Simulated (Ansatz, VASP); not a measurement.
## One calculation of MgO, two programs

Contents of POSCAR:

```
MgO
1.0
    0.0374105964      2.0975346636      2.0975346636
    2.0975346636      0.0374105964      2.0975346636
    2.0975346636      2.0975346636      0.0374105964
Mg O
1 1
Direct
    0.0000000000      0.0000000000      0.0000000000
    0.5000000000      0.5000000000      0.5000000000
```

INCAR.step1

```
SYSTEM = MgO
PREC     = Accurate       ! precision mode
ENCUT    = 520            ! plane-wave cutoff, eV
EDIFF    = 1E-5           ! SCF threshold, eV
ISMEAR   = 0              ! smearing method
SIGMA    = 0.01           ! smearing width, eV
LREAL    = .FALSE.        ! projectors in reciprocal space
LASPH    = .TRUE.         ! aspherical terms in the spheres
NELM     = 80             ! most SCF steps
ALGO     = Normal         ! electronic algorithm
ISIF     = 2              ! what is computed and relaxed
LWAVE    = .TRUE.         ! write WAVECAR
LCHARG   = .FALSE.        ! write CHGCAR
NBANDS   = 11             ! bands
GGA      = PE             ! functional
```

Contents of INCAR.step2:

```
SYSTEM = MgO
PREC     = Accurate       ! precision mode
ENCUT    = 520            ! plane-wave cutoff, eV
EDIFF    = 1E-6           ! SCF threshold, eV
ISMEAR   = 0              ! smearing method
SIGMA    = 0.01           ! smearing width, eV
LREAL    = .FALSE.        ! projectors in reciprocal space
LASPH    = .TRUE.         ! aspherical terms in the spheres
NELM     = 80             ! most SCF steps
ALGO     = Normal         ! electronic algorithm
ISIF     = 2              ! what is computed and relaxed
LWAVE    = .FALSE.        ! write WAVECAR
LCHARG   = .FALSE.        ! write CHGCAR
GGA      = PE             ! functional
LHFCALC  = .TRUE.         ! exact exchange
HFSCREEN = 0.2079         ! screening, 1/A
PRECFOCK = Normal       
NBANDS   = 11             ! bands
ISTART   = 1
```

KPOINTS

```
regular mesh
0
G
  8 8 8
  0 0 0
```

Input for Ansatz:

```yaml
crystal:
  lattice:
    - [0.0374105964, 2.0975346636, 2.0975346636]
    - [2.0975346636, 0.0374105964, 2.0975346636]
    - [2.0975346636, 2.0975346636, 0.0374105964]
  atoms:
    - { symbol: Mg, position: [0.0, 0.0, 0.0] }
    - { symbol: O, position: [0.5, 0.5, 0.5] }
kpoints:
  mp_grid: { grid: [8, 8, 8] }
  band_path:
    path:
      - [0.0, 0.0, 0.0]
      - [0.5, 0.0, 0.5]
      - [0.625, 0.25, 0.625]
      - [0.375, 0.375, 0.75]
      - [0.5, 0.5, 0.5]
      - [0.5, 0.25, 0.75]
    npoints: 1
hamiltonian:
  xc: hse06
scf:
  occupations: { method: fixed }
  n_extra_bands: 4
output:
  forces: true
  stress: true
  eigenvalues: true
```

Change from the starting cell: epitaxial_111 strain -2.0%.

Alike in both runs: task single point; functional HSE06; k mesh 8 × 8 × 8; no spin polarisation.

|  | VASP | Ansatz |
| --- | --- | --- |
| version | VASP 6.6.1 | Ansatz 0.2.0 |
| potentials or method | VASP PAW PBE potentials, release 64 (Mg, O) | plane waves, PAW |
| plane-wave cutoff (eV) | 520 | 420 |
| occupations | gaussian, width 0.01 eV | fixed |
| valence electrons in the cell | 8 | 16 |

|  | VASP | Ansatz | Ansatz less VASP |
| --- | --- | --- | --- |
| gap on the k mesh at the Fermi level (eV) | 6.78 | 6.82 | +0.046 |
| pressure (GPa) | 5.4 | 5.6 | +0.23 |
| traceless stress, the component that is largest in VASP (GPa) | -3.01 | -3.00 | +0.011 |

VASP's potentials hold 8 valence electrons a cell and Ansatz's 16, so a difference there can come from the potentials and not from the codes. Ansatz's warnings: stress exchange threshold loose, stress scf threshold loose.
